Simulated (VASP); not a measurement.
Ge, 4 atoms in the cell. It takes space group P6_3/mmc (No. 194, hexagonal). The conventional cell has a = 3.986 Å, b = 3.986 Å, c = 6.577 Å, α = 90.00°, β = 90.00°, γ = 120.00°. Ge (site symmetry 3m) has 4 Ge at 2.45 to 2.46 Å within 3.2 Å. 

- Program: VASP 6.6.1
- Task: single point
- Functional: PBEsol
- Potentials or basis: VASP PAW PBE potentials, release 64 (Ge_d)
- Cutoff: 520 eV
- k mesh: 8 × 8 × 4
- Occupations: gaussian, width 0.01 eV
- Spin: no spin polarisation
- Dipole correction: no
- Further INCAR settings: ALGO = Normal; EDIFF = 1e-06; NBANDS = 36

Potentials or basis: VASP PAW PBE potentials, release 64 (Ge_d).

The run is started by

```console
$ cat potpaw_PBE.64/Ge_d/POTCAR > POTCAR
$ mpirun -np 1 vasp_std > vasp.out
```

Hardware: 1 thread of Intel(R) Xeon(R) Platinum 8259CL CPU @ 2.50GHz (Skylake/Cascade Lake), on a shared host.

Question: Estimate the wall time of this run.

Answer: It took 77 s on 1 thread of Intel(R) Xeon(R) Platinum 8259CL CPU @ 2.50GHz (Skylake/Cascade Lake) (shared host), peak memory 0.23 GiB. Counts: scf iterations 12, k points 30.
